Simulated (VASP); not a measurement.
The system is Pt.

```xyz
2
Lattice="1.7265 0.9968 3.2016 -1.7265 0.9968 3.2016 0.0000 -1.9936 3.2016" Properties=species:S:1:pos:R:3 pbc="T T T"
Pt    0.0000    0.0000    2.1855
Pt    0.0000    0.0000    7.4193
```

| Property | Result |
| --- | --- |
| Program | VASP 6.6.1 |
| Task | relaxation of cell and atoms |
| Functional | PBEsol |
| Potentials or basis | VASP PAW PBE potentials, release 64 (Pt) |
| Cutoff | 600 eV |
| k mesh | 6 × 6 × 6 |
| Occupations | gaussian, width 0.1 eV |
| Spin | no spin polarisation |

At the start: pressure 35.1 GPa; volume 16.53 Å³/atom.

Question: Where does the relaxation end?

Answer: Over 18 steps the energy falls by 675.0 meV/atom and the volume is 17.19 Å³/atom (+4.0 %); space group Pm-3m (No. 221, to 0.05 Å).

Step by step:
```csv
step,energy change (eV),largest force (eV/Å),pressure (GPa),volume (Å³)
1,0.0000,6.2708,35.07,33.06
2,1.3481,0.3399,-28.01,53.32
3,-0.8994,0.9412,-15.79,38.91
4,-0.9405,1.2372,-12.15,38.05
5,-0.9500,1.5523,-8.57,37.33
6,-1.2715,1.2468,4.45,33.91
7,-1.2792,0.7677,11.08,32.95
8,-1.2837,0.9854,8.43,33.30
9,-1.2644,1.1800,0.72,34.56
10,-1.3392,0.1602,4.01,33.82
11,-1.3392,0.2421,3.78,33.85
12,-1.3352,0.1874,-4.57,35.18
13,-1.3477,0.0330,-0.21,34.44
14,-1.3486,0.0091,-0.03,34.41
15,-1.3494,0.0960,0.36,34.35
16,-1.3499,0.0554,-0.22,34.44
17,-1.3499,0.0445,-0.37,34.47
18,-1.3501,0.0072,0.14,34.39
```

Final structure:
```xyz
2
Lattice="1.8251 1.0537 2.9801 -1.8251 1.0537 2.9801 0.0000 -2.1074 2.9801" Properties=species:S:1:pos:R:3 pbc="T T T"
Pt    0.0000    0.0000    2.2354
Pt    0.0000    0.0000    6.7050
```

Caveat: the k points lie up to 0.35 Å⁻¹ apart in the final cell; the PAW data sets were made with another functional, which shifts forces and pressure a little.
